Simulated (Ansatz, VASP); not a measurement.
## Ni in VASP and in Ansatz

```
Ni
1.0
     2.44802    0.00000    0.00000
    -1.22401    2.12005    0.00000
     0.00000    0.00000    4.07281
Ni
2
Cartesian
  1.2240 0.7067 3.0546
  0.0000 1.4134 1.0182
```

Alike in both runs: functional LDA; k mesh 7 × 7 × 4; occupations fermi-dirac, width 0.05 eV; collinear spin.

|  | VASP | Ansatz |
| --- | --- | --- |
| version | VASP 6.6.1 | Ansatz 0.2.0 |
| potentials or method | VASP PAW LDA potentials, release 64 (Ni_sv_GW) | Ansatz PAW |
| plane-wave cutoff (eV) | 590 | 420 |
| valence electrons in the cell | 36 | 36 |
| task | single point | band structure |

|  | VASP | Ansatz | Ansatz less VASP |
| --- | --- | --- | --- |
| gap on the k mesh at the Fermi level (eV) | none | none | - |
| pressure (GPa) | -15.2 | -11.2 | +3.96 |
| traceless stress, the component that is largest in VASP (GPa) | -1.01 | -1.29 | -0.275 |
| net moment per atom (μB) | 0.56 | 0.58 | +0.024 |
| size of the moment on the site where the two differ most (μB) | 0.58 | 0.60 | +0.026 |

LDA's correlation is that of Perdew and Zunger in VASP and of Perdew and Wang (1992) in Ansatz. Site moments also hang on the region over which each program counts them. A gap of «none» marks a metal or a gap that the smearing closes.

The k mesh is coarse, so the values compare programs but aren't converged.
